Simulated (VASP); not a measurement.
Crystal: SiC.

```
CELL_PARAMETERS angstrom
3.03413 0.00000 0.00000
-1.51706 2.62763 0.00000
0.00000 0.00000 9.93454
ATOMIC_POSITIONS crystal
Si 0.00000 0.00000 0.18789
Si 0.00000 0.00000 0.68789
Si 0.33333 0.66667 0.43784
Si 0.66667 0.33333 0.93784
C 0.00000 0.00000 0.00046
C 0.00000 0.00000 0.50046
C 0.33333 0.66667 0.24980
C 0.66667 0.33333 0.74980
```

Base run:

- Program: VASP 6.6.1
- Functional: PBE
- Potentials or basis: VASP PAW PBE potentials, release 64 (Si, C)
- Cutoff: 520 eV
- k mesh: 10 × 10 × 3
- Occupations: fermi-dirac, width 0.05 eV
- Spin: no spin polarisation

Its results: band gap on the k mesh 2.23 eV, indirect (least direct gap 3.36 eV); pressure 13.9 GPa; largest force 0.019 eV/Å.

The run is repeated on the same cell with these changes: functional from PBE to SVWN5. What comes out?

Band gap on the k mesh 2.19 eV, indirect (least direct gap 3.33 eV); pressure 7.0 GPa; largest force 0.010 eV/Å.

SVWN5 binds more tightly than PBE, so the same cell stands under less pressure.

Caveats: the PAW data sets were made with another functional, which shifts forces and pressure a little (some runs).

A k mesh can miss the band edges.
